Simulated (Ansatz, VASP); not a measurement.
V in VASP and in Ansatz

The input POSCAR:

```
V
1.0
   -1.4917693513      1.4917693513      1.4917693513
    1.4917693513     -1.4917693513      1.4917693513
    1.4917693513      1.4917693513     -1.4917693513
V
1
Direct
    0.0000000000      0.0000000000      0.0000000000
```

INCAR.step1

```
SYSTEM = V
PREC = Accurate
ENCUT = 520
ISMEAR = 1
SIGMA = 1.0
LREAL = .False.
LASPH = .True.
NELM = 100
NBANDS = 12
GGA = PE
ALGO = Normal
EDIFF = 1E-4
LWAVE = .True.
LCHARG = .False.
```

The input INCAR.step2:

```
SYSTEM = V
PREC = Accurate
ENCUT = 520
EDIFF = 1E-7
ISMEAR = 1
SIGMA = 1.0
LREAL = .False.
LASPH = .True.
NELM = 100
ALGO = Normal
ISIF = 2
LWAVE = .False.
LCHARG = .True.
METAGGA = R2SCAN
LMIXTAU = .True.
LELF = .True.
LVHAR = .True.
NBANDS = 12
ISTART = 1
```

Contents of KPOINTS:

```
regular mesh
0
Gamma
  15 15 15
  0 0 0
```

Input for Ansatz:

```yaml
crystal:
  lattice:
    - [-1.4917693513, 1.4917693513, 1.4917693513]
    - [1.4917693513, -1.4917693513, 1.4917693513]
    - [1.4917693513, 1.4917693513, -1.4917693513]
  atoms:
    - { symbol: V, position: [0.0, 0.0, 0.0] }
hamiltonian:
  xc: r2scan
  pseudopotentials:
    kind: paw
    azcp:
      V: "pseudopotentials/V.paw.azcp"
basis:
  ecutwfc: 500
  fft_grid_basis: typed
kpoints:
  mp_grid: { grid: [15, 15, 15], shift: [0, 0, 0] }
magnetization:
  spin_polarized: false
scf:
  occupations: { method: methfessel_paxton, width: 1.0 }
  lower_state_search: "off"
output:
  stress: true
```

Alike in both runs: task single point; functional r2SCAN; k mesh 15 × 15 × 15; occupations methfessel-paxton of order 1, width 1 eV; no spin polarisation.

|  | VASP | Ansatz |
| --- | --- | --- |
| version | VASP 6.6.1 | Ansatz 0.2.0 |
| potentials or method | VASP PAW PBE potentials, release 64 (V_sv), cutoff 520 eV | plane waves (500 eV) with PAW, scalar-relativistic |
| valence electrons in the cell | 13 | 13 |

|  | VASP | Ansatz | Ansatz less VASP |
| --- | --- | --- | --- |
| pressure (GPa) | 0.7 | 0.0 | -0.73 |

VASP's potentials were made for PBE, not for r2SCAN. With one functional, cell and mesh, what is left measures potentials, basis and numerics.
